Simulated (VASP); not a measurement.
Wanted: the native input for a VASP 6.6.1 run.

```yaml
Task: single point
Functional: PBE
Potentials_or_basis: VASP PAW PBE potentials, release 64 (Ni)
Cutoff: 520 eV
k_mesh: 20 × 20 × 20
Occupations: gaussian, width 0.05 eV
Spin: collinear spin, ferromagnetic start
Starting_moments: "[0.8] μB"
Dipole_correction: no
Further_INCAR_settings: ALGO = Fast; EDIFF = 1e-06; NBANDS = 15
```

The structure of Ni lies in POSCAR:

```
Ni
1.0
    0.0000000000      1.7600000000      1.7600000000
    1.7600000000      0.0000000000      1.7600000000
    1.7600000000      1.7600000000      0.0000000000
Ni
1
Direct
    0.0000000000      0.0000000000      0.0000000000
```

The input as run:

INCAR

```
SYSTEM = Ni
PREC     = Accurate       ! precision mode
ENCUT    = 520            ! plane-wave cutoff, eV
EDIFF    = 1E-6           ! SCF threshold, eV
ISMEAR   = 0              ! smearing method
SIGMA    = 0.05           ! smearing width, eV
LREAL    = .False.        ! projectors in reciprocal space
LASPH    = .True.         ! aspherical terms in the spheres
NELM     = 150            ! most SCF steps
ALGO     = Fast           ! electronic algorithm
ISIF     = 2              ! what is computed and relaxed
LWAVE    = .False.        ! write WAVECAR
LCHARG   = .False.        ! write CHGCAR
ISPIN    = 2              ! spin polarisation
MAGMOM   = 0.8            ! initial moments
LORBIT   = 11             ! projections on sites
LMAXMIX  = 4              ! l up to which the mixer works
GGA      = PE             ! functional
NBANDS   = 15             ! bands
```

KPOINTS

```
Automatic mesh
0
Gamma
  20 20 20
  0 0 0
```

Potentials or basis: VASP PAW PBE potentials, release 64 (Ni).

Command:

```bash
$ cat potpaw_PBE.64/Ni/POTCAR > POTCAR
$ mpirun -np 1 vasp_std > vasp.out
```

It gave:

```json
{"Pressure": "-0.5 GPa", "Net moment": "0.63 μB per cell", "Site moments": "Ni +0.64 μB", "Valence electrons inside the program's atomic spheres": "Ni 9.31"}
```

Run time: 49 s on 1 thread of Intel(R) Xeon(R) Platinum 8559C (Emerald Rapids), with other jobs on the host, peak memory 0.18 GiB.
